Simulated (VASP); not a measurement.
Runs of VASP 6.6.1 on CsCl. The structure is that of space group Pm-3m (No. 221), or close to it. The cells are those of the table. 

| task | level | spin | cell | k mesh | cutoff (eV) | smearing | grid for exact exchange (PRECFOCK) | share of exact exchange | screening parameter | gap on the mesh (eV) | pressure (GPa) | relaxed volume (Å³/atom) |
| --- | --- | --- | --- | --- | --- | --- | --- | --- | --- | --- | --- | --- |
| single point | HSE06 | off | a = 4.175 Å, 2 atoms | 4 × 4 × 4 | 400 | fermi-dirac 0.02 eV | Normal | 0.25 | 0.2079 1/Å | 6.40 | 0.0 | - |
| relaxation of cell and atoms | r2SCAN | off | relaxed from a = 4.203 Å, 2 atoms | 6 × 6 × 6 | 550 | fermi-dirac 0.02 eV | - | - | - | 5.91 | 0.0 | 35.62 |
| single point | r2SCAN0 | off | a = 4.137 Å, 2 atoms | 4 × 4 × 4 | 440 | gaussian 0.01 eV | Normal | 0.25 | - | 7.72 | -0.2 | - |
| single point | PBE | non-collinear, zero start, SOC | a = 4.137 Å, 2 atoms | 6 × 6 × 6 | 500 | gaussian 0.01 eV | - | - | - | - | (b) | - |
| relaxation of cell and atoms | HSE06 | off | relaxed from a = 4.137 Å, 2 atoms | 4 × 4 × 4 | 500 | fermi-dirac 0.02 eV | Normal | 0.25 | 0.2079 1/Å | 6.39 | 0.0 | (c) |
| single point | r2SCANh | off | a = 4.137 Å, 2 atoms | 4 × 4 × 4 | 440 | gaussian 0.01 eV | Normal | 0.1 | - | (a) | -0.1 | - |
| single point | PBE0 | off | a = 4.137 Å, 2 atoms | 4 × 4 × 4 | 400 | gaussian 0.01 eV | Normal | 0.25 | - | 7.26 | 0.3 | - |

Alike in all rows: potentials or basis VASP PAW PBE potentials, release 64 (Cs_sv, Cl).

Estimate the missing entries.

(a) 6.64; (b) 0.8; (c) 36.42.

Caveats: the PAW data sets were made with another functional, which shifts forces and pressure a little (at least some runs); spin-orbit coupling is left out, which moves the levels of the heavy elements (at least some runs).

A k mesh can miss the band edges, and rows without SOC leave out spin-orbit coupling on Cs.
